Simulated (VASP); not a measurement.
## W8C8Br: single point with PBEsol

The system is W8C8Br, a slab with vacuum.

```xyz
17
Lattice="5.7986 0.0000 0.0000 -2.8993 5.0217 0.0000 0.0000 0.0000 16.2471" Properties=species:S:1:pos:R:3 pbc="T T T"
W     0.0000    0.0000    1.0000
W    -0.0229    0.0104    3.8329
W    -1.4497    2.5109    1.0000
W    -1.4888    2.5104    3.8135
W     2.8993    0.0000    1.0000
W     2.8707    0.0163    3.8285
W     1.4497    2.5109    1.0000
W     1.4202    2.5211    3.8483
C     1.4425    0.8475    2.3121
C     1.4233    0.8508    4.9484
C    -0.0103    3.3515    2.3291
C    -0.0872    3.3690    5.0740
C     4.3418    0.8362    2.2938
C     4.3040    0.8526    4.9272
C     2.8846    3.3511    2.3033
C     2.8676    3.3530    4.9383
Br   -0.5268    3.3971    6.9055
```

```json
{"Program": "VASP 6.6.1", "Task": "single point", "Functional": "PBEsol", "Potentials or basis": "VASP PAW PBE potentials, release 64 (W_sv, C, Br)", "Cutoff": "520 eV", "k mesh": "3 × 3 × 1", "Occupations": "gaussian, width 0.1 eV", "Spin": "no spin polarisation", "Dipole correction": "no", "Further INCAR settings": "LREAL = Auto; ALGO = Normal; EDIFF = 1e-07; NBANDS = 90"}
```

```json
{
 "Largest force": "0.654 eV/Å",
 "Band gap on the k mesh": "zero (an odd number of electrons rules out a gap without spin polarisation)"
}
```

Forces in eV/Å, atoms in the order of the input:
```
W   -0.049  0.049 -0.132
W   -0.015  0.003 -0.047
W   -0.011  0.112 -0.147
W   -0.007  0.009 -0.034
W   -0.157 -0.093 -0.042
W    0.000 -0.011 -0.051
W   -0.253  0.100  0.104
W   -0.035  0.000 -0.067
C   -0.005 -0.013 -0.042
C   -0.020 -0.011  0.073
C   -0.015 -0.003  0.014
C    0.042 -0.035  0.077
C   -0.002  0.012  0.004
C   -0.028 -0.023  0.127
C    0.006 -0.005 -0.016
C   -0.088 -0.019  0.044
Br   0.636 -0.071  0.135
```

Levels at points of the mesh, in eV from the Fermi level:
| k point | band 73 | band 74 | band 75 | band 76 | band 77 | band 78 | band 79 | band 80 |
| --- | --- | --- | --- | --- | --- | --- | --- | --- |
| (0.00, 0.00, 0.00) | 0.37 | 0.43 | 0.61 | 0.62 | 0.65 | 1.43 | 1.46 | 1.70 |

It took 8.9 min on 1 thread of Intel(R) Xeon(R) Platinum 8559C (Emerald Rapids), on a shared host, peak memory 0.66 GiB.

Caveat: the k points lie up to 0.42 Å⁻¹ apart, too coarse for converged energies and pressures of a metal; the PAW data sets were made with another functional, which shifts forces and pressure a little; spin-orbit coupling is left out, which moves the levels of the heavy elements; an odd number of electrons without spin polarisation forces a metal; a magnetic or distorted state may lie lower.
